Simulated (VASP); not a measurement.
# Sn (Fd-3m) in VASP: single point with PBE

Aim: the single point of Sn with PBE.

Program: VASP 6.6.1. These are calculated values, not measurements. Logs are shortened: lines on timing, memory, paths and dates and some standing lists are left out, and cuts for length are marked.

## 1. The cell of the first run

The structure is cubic, space group Fd-3m (No. 227). Conventional cell: a = 6.467 Å, b = 6.467 Å, c = 6.467 Å, α = 90.00°, β = 90.00°, γ = 90.00°. Within 3.7 Å of Sn (site symmetry -43m) lie 4 Sn at 2.80 Å.

This isn't the form of Sn at room conditions, which is tetragonal (white tin).

## 2. Single point, PBE, non-collinear spin, zero start, spin-orbit coupling

File INCAR:

```
SYSTEM = Sn
ALGO     = Normal         ! electronic algorithm
EDIFF    = 1E-7           ! SCF threshold, eV
ENCUT    = 520            ! plane-wave cutoff, eV
GGA      = PE             ! functional
GGA_COMPAT= .False.      
ISIF     = 2              ! what is computed and relaxed
ISMEAR   = 0              ! smearing method
LASPH    = .True.         ! aspherical terms in the spheres
LCHARG   = .False.        ! write CHGCAR
LORBIT   = 11             ! projections on sites
LORBMOM  = .True.       
LREAL    = .False.        ! projectors in reciprocal space
LSORBIT  = .True.         ! spin-orbit coupling
LWAVE    = .False.        ! write WAVECAR
MAGMOM   = 0 0 0 0 0 0    ! initial moments
NBANDS   = 40             ! bands
NELM     = 150            ! most SCF steps
PREC     = Accurate       ! precision mode
SIGMA    = 0.05           ! smearing width, eV
```

File KPOINTS:

```
k-points
0
Gamma
  10 10 10
  0 0 0
```

File POSCAR:

```
Sn
1.0
    0.0000000000      3.2333428000      3.2333428000
    3.2333428000      0.0000000000      3.2333428000
    3.2333428000      3.2333428000      0.0000000000
Sn
2
Direct
    0.5000000000      0.5000000000      0.5000000000
    0.7500000000      0.7500000000      0.7500000000
```

Potentials or basis: VASP PAW PBE potentials, release 64 (Sn_d).

On the command line:

```
> cat potpaw_PBE.64/Sn_d/POTCAR > POTCAR
> mpirun -np 1 vasp_ncl > vasp.out
```

OUTCAR:

```text
SYSTEM = Sn
   EDIFF = 1E-7
   ENCUT = 520
   GGA = PE
   ISIF = 2
   ISMEAR = 0
   LASPH = .True.
   LORBIT = 11
   LREAL = .False.
   LSORBIT = .True.
   NELM = 150
   PREC = Accurate

 ion  position               nearest neighbor table
   1  0.500  0.500  0.500-   2 2.80   2 2.80   2 2.80   2 2.80
   2  0.750  0.750  0.750-   1 2.80   1 2.80   1 2.80   1 2.80

  LATTYP: Found a face centered cubic cell.
 ALAT       =     6.4666856000

  Lattice vectors:

 A1 = (   0.0000000000,   3.2333428000,   3.2333428000)
 A2 = (   3.2333428000,   0.0000000000,   3.2333428000)
 A3 = (   3.2333428000,   3.2333428000,   0.0000000000)

Analysis of symmetry for initial positions (statically):
=====================================================================
 Subroutine PRICEL returns:
 Original cell was already a primitive cell.

 Routine SETGRP: Setting up the symmetry group for a
 face centered cubic supercell.

 Subroutine GETGRP returns: Found 48 space group operations
 (whereof 24 operations were pure point group operations)
 out of a pool of 48 trial point group operations.

The static configuration has the point symmetry T_d .
 The point group associated with its full space group is O_h .

Analysis of symmetry for dynamics (positions and initial velocities):
=====================================================================
 Subroutine PRICEL returns:
 Original cell was already a primitive cell.

 Routine SETGRP: Setting up the symmetry group for a
 face centered cubic supercell.

 Subroutine GETGRP returns: Found 48 space group operations
 (whereof 24 operations were pure point group operations)
 out of a pool of 48 trial point group operations.

The dynamic configuration has the point symmetry T_d .
 The point group associated with its full space group is O_h .

Analysis of structural, dynamic, and magnetic symmetry:
=====================================================================
 Subroutine PRICEL returns:
 Original cell was already a primitive cell.

 Routine SETGRP: Setting up the symmetry group for a
 face centered cubic supercell.

 Subroutine GETGRP returns: Found 48 space group operations
 (whereof 24 operations were pure point group operations)
 out of a pool of 48 trial point group operations.

The overall configuration has the point symmetry T_d .
 The point group associated with its full space group is O_h .

 Subroutine INISYM returns: Found 48 space group operations
 (whereof 24 operations are pure point group operations),
 and found     1 'primitive' translations

----------------------------------------------------------------------------------------

                                     Primitive cell

  volume of cell :      67.6060

  direct lattice vectors                    reciprocal lattice vectors
     0.000000000  3.233342800  3.233342800    -0.154638723  0.154638723  0.154638723
     3.233342800  0.000000000  3.233342800     0.154638723 -0.154638723  0.154638723
     3.233342800  3.233342800  0.000000000     0.154638723  0.154638723 -0.154638723

  length of vectors
     4.572637240  4.572637240  4.572637240     0.267842124  0.267842124  0.267842124

  position of ions in fractional coordinates (direct lattice)
     0.500000000  0.500000000  0.500000000
     0.750000000  0.750000000  0.750000000

  ion indices of the primitive-cell ions
   primitive index   ion index
                 1           1
                 2           2

----------------------------------------------------------------------------------------

 KPOINTS: k-points

Automatic generation of k-mesh.
 Grid dimensions read from file:
 generate k-points for:   10   10   10

 Generating k-lattice:

  Cartesian coordinates                     Fractional coordinates (reciprocal lattice)
    -0.015463872  0.015463872  0.015463872     0.100000000  0.000000000  0.000000000
     0.015463872 -0.015463872  0.015463872     0.000000000  0.100000000  0.000000000
     0.015463872  0.015463872 -0.015463872     0.000000000  0.000000000  0.100000000

  Length of vectors
     0.026784212  0.026784212  0.026784212

[... 94 lines left out ...]

 number of electron      28.0000008 magnetization      -0.0000000     -0.0000000      0.0000000

 number of electron      28.0000008 magnetization       0.0000000      0.0000000     -0.0000000

 Free energy of the ion-electron system (eV)
  ---------------------------------------------------
  ext. energy  EPLUGINS =         0.00000000
  ---------------------------------------------------
  free energy    TOTEN  =        -7.73851623 eV

  energy without entropy =       -7.73810594  energy(sigma->0) =       -7.73831109

 E-fermi :   5.8222     XC(G=0):  -8.9214

 val. band max:        5.7640341698   @ k =   0.5000   0.0000   0.0000
 cond. band min:       5.8263789044   @ k =   0.4000   0.0000   0.0000
 fundamental gap:      0.0623447346
 Fermi energy:         5.8221864445

 k-point     1 :       0.0000    0.0000    0.0000
  band No.  band energies     occupation
      1     -16.4367      1.00000
      2     -16.4367      1.00000
      3     -16.4367      1.00000
      4     -16.4367      1.00000
      5     -16.3372      1.00000
      6     -16.3372      1.00000
[... 1021 lines left out ...]
     39      15.0746      0.00000
     40      15.0747      0.00000

 [... further k-points ...]
[... 5 lines left out ...]
  --------------------------------------------------------------------------------------
  -------------------------------------------------------------------------------------
  Total        1.5930142      1.5930142      1.5930142      0.0000000      0.0000000     -0.0000000
  in kB       37.7524367     37.7524367     37.7524367      0.0000000      0.0000000     -0.0000000
  external PRESSURE =      37.7524367 kB  Pullay stress =       0.0000000 kB

 VOLUME and BASIS-vectors are now :
 -----------------------------------------------------------------------------
  energy-cutoff  :      520.00
  volume of cell :       67.61
      direct lattice vectors                 reciprocal lattice vectors
     0.000000000  3.233342800  3.233342800    -0.154638723  0.154638723  0.154638723
     3.233342800  0.000000000  3.233342800     0.154638723 -0.154638723  0.154638723
     3.233342800  3.233342800  0.000000000     0.154638723  0.154638723 -0.154638723

 POSITION                                       TOTAL-FORCE (eV/Angst)
 -----------------------------------------------------------------------------------
      3.23334      3.23334      3.23334        -0.000000     -0.000000     -0.000000
      4.85001      4.85001      4.85001         0.000000      0.000000      0.000000
 -----------------------------------------------------------------------------------
    total drift:                                0.000000      0.000000      0.000000

  FREE ENERGIE OF THE ION-ELECTRON SYSTEM (eV)
  ---------------------------------------------------
  free  energy   TOTEN  =        -7.7385162344 eV

  energy  without entropy=       -7.7381059360  energy(sigma->0) =       -7.73831109

 orbital moment (x)

 # of ion     p       d       tot
 ----------------------------------------
  1        -0.000   0.000  -0.000
  2        -0.000   0.000  -0.000
 ----------------------------------------
           -0.000   0.000  -0.000

 orbital moment (y)

 # of ion     p       d       tot
 ----------------------------------------
  1        -0.000   0.000  -0.000
  2        -0.000   0.000  -0.000
 ----------------------------------------
           -0.000   0.000  -0.000

 orbital moment (z)

 # of ion     p       d       tot
 ----------------------------------------
  1         0.000   0.000   0.000
  2         0.000   0.000   0.000
 ----------------------------------------
            0.000   0.000   0.000

 Spin-Orbit-Coupling matrix elements

 Ion:    1  E_soc:     -0.1152189
 l=   1
     0.0000000    -0.0129729    -0.0129729
    -0.0129729     0.0000000    -0.0129729
    -0.0129729    -0.0129729     0.0000000
 l=   2
     0.0000000    -0.0012397     0.0000000    -0.0012397    -0.0049906
    -0.0012397     0.0000000    -0.0037430    -0.0012397    -0.0012477
     0.0000000    -0.0037430     0.0000000    -0.0037430     0.0000000
    -0.0012397    -0.0012397    -0.0037430     0.0000000    -0.0012477
    -0.0049906    -0.0012477     0.0000000    -0.0012477     0.0000000
 l=   3
     0.0000000     0.0000000     0.0000000     0.0000000     0.0000000     0.0000000     0.0000000
     0.0000000     0.0000000     0.0000000     0.0000000     0.0000000     0.0000000     0.0000000
     0.0000000     0.0000000     0.0000000     0.0000000     0.0000000     0.0000000     0.0000000
     0.0000000     0.0000000     0.0000000     0.0000000     0.0000000     0.0000000     0.0000000
     0.0000000     0.0000000     0.0000000     0.0000000     0.0000000     0.0000000     0.0000000
     0.0000000     0.0000000     0.0000000     0.0000000     0.0000000     0.0000000     0.0000000
     0.0000000     0.0000000     0.0000000     0.0000000     0.0000000     0.0000000     0.0000000

 Ion:    2  E_soc:     -0.1152189
 l=   1
     0.0000000    -0.0129729    -0.0129729
    -0.0129729     0.0000000    -0.0129729
    -0.0129729    -0.0129729     0.0000000
 l=   2
     0.0000000    -0.0012397     0.0000000    -0.0012397    -0.0049906
    -0.0012397     0.0000000    -0.0037430    -0.0012397    -0.0012477
     0.0000000    -0.0037430     0.0000000    -0.0037430     0.0000000
    -0.0012397    -0.0012397    -0.0037430     0.0000000    -0.0012477
    -0.0049906    -0.0012477     0.0000000    -0.0012477     0.0000000
 l=   3
     0.0000000     0.0000000     0.0000000     0.0000000     0.0000000     0.0000000     0.0000000
     0.0000000     0.0000000     0.0000000     0.0000000     0.0000000     0.0000000     0.0000000
     0.0000000     0.0000000     0.0000000     0.0000000     0.0000000     0.0000000     0.0000000
     0.0000000     0.0000000     0.0000000     0.0000000     0.0000000     0.0000000     0.0000000
     0.0000000     0.0000000     0.0000000     0.0000000     0.0000000     0.0000000     0.0000000
     0.0000000     0.0000000     0.0000000     0.0000000     0.0000000     0.0000000     0.0000000
     0.0000000     0.0000000     0.0000000     0.0000000     0.0000000     0.0000000     0.0000000

 total charge

# of ion       s       p       d       tot
------------------------------------------
    1        1.165   1.228   9.970  12.363
    2        1.165   1.228   9.970  12.363
--------------------------------------------------
tot          2.329   2.456  19.941  24.726

 magnetization (x)

# of ion       s       p       d       tot
------------------------------------------
    1       -0.000   0.000  -0.000   0.000
    2       -0.000   0.000  -0.000   0.000
--------------------------------------------------
tot         -0.000   0.000  -0.000   0.000

 magnetization (y)

# of ion       s       p       d       tot
------------------------------------------
    1        0.000   0.000   0.000   0.000
    2        0.000   0.000  -0.000   0.000
--------------------------------------------------
tot          0.000   0.000   0.000   0.000

 magnetization (z)

# of ion       s       p       d       tot
------------------------------------------
    1       -0.000  -0.000   0.000  -0.000
    2       -0.000  -0.000  -0.000  -0.000
--------------------------------------------------
tot         -0.000  -0.000  -0.000  -0.000
```

Run time: 6.5 min. Hardware: 1 thread of Intel Xeon Platinum 8259CL at 2.50GHz (Skylake/Cascade Lake), shared host; peak memory 0.46 GiB.

What came out:

- Free energy: -7.7385 eV
- Pressure: 3.8 GPa
- Net moment: 0.00 μB per cell
- Valence electrons inside the program's atomic spheres: Sn 12.36

Moments on the atoms (μB; x, y, z):
```
Sn  0.00 0.00 0.00
Sn  0.00 0.00 0.00
```

Caveat: the cell stands under pressure.
